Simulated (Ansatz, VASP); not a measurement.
## Two plane-wave programs on H

```
H
1.0
     3.94836    0.00000    0.00000
    -1.97418    3.41938    0.00000
     0.00000    0.00000    4.77378
H
4
Direct
  0.33333 0.66667 0.17650
  0.66667 0.33333 0.67650
  0.66667 0.33333 0.82350
  0.33333 0.66667 0.32350
```

Alike in both runs: task single point; functional PBE; k mesh 9 × 9 × 6; occupations gaussian, width 0.05 eV; no spin polarisation.

|  | VASP | Ansatz |
| --- | --- | --- |
| version | VASP 6.6.1 | Ansatz 0.2.0 |
| potentials or method | VASP PAW PBE potentials, release 64 (H), cutoff 520 eV | scalar-relativistic, plane waves, PAW |
| valence electrons in the cell | 4 | 4 |

Ansatz gave:

```
gap on the k mesh at the Fermi level (eV)                     : 10.03
least direct gap on the mesh (eV)                             : 10.22
pressure (GPa)                                                : 2.3
traceless stress, the component that is largest in VASP (GPa) : 4.62
rms of the force components (eV/Å)                            : 1.141
```

**Question.** Which values does VASP return?

**Answer.** gap on the k mesh at the Fermi level (eV): 10.03; least direct gap on the mesh (eV): 10.22; pressure (GPa): 2.2; traceless stress, the component that is largest in VASP (GPa): 4.56; rms of the force components (eV/Å): 1.133.

Atom by atom the forces differ by 0.007 eV/Å (rms over components).
